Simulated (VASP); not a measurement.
**P: single point with PBEsol+D3(BJ)**

P:

```
P
1.0
     1.89869    0.00000    0.00000
     0.00000    1.89869    0.00000
     0.00000    0.00000    1.89869
P
1
Direct
  0.00000 0.00000 0.00000
```

| Quantity | Value |
| --- | --- |
| Program | VASP 6.6.1 |
| Task | single point |
| Functional | PBEsol |
| Dispersion | D3(BJ) |
| Potentials or basis | VASP PAW PBE potentials, release 64 (P) |
| Cutoff | 500 eV |
| k mesh | 20 × 20 × 20 |
| Occupations | gaussian, width 0.1 eV |
| Spin | no spin polarisation |

The pressure is 398.5 GPa. The dispersion energy per atom is -0.840 eV.

Levels at points of the mesh, in eV from the Fermi level:
```csv
k point,band 1,band 2,band 3,band 4,band 5,band 6
"(0.00, 0.00, 0.00)",-25.84,6.06,6.06,11.41,11.41,11.41
"(0.50, 0.00, 0.00)",-16.40,-16.26,10.91,19.12,19.12,19.21
"(0.50, 0.50, 0.00)",-8.80,-8.80,-5.52,-4.77,24.17,24.17
"(0.50, 0.50, 0.50)",-1.53,-1.53,-1.53,1.82,1.82,1.82
```

Wall time 11 s on 1 thread of Intel Xeon 8259CL (shared host), peak memory 0.13 GiB.

Caveat: the PAW data sets were made with another functional, which shifts forces and pressure a little; pairwise dispersion overbinds metals, which lowers pressure and volume.
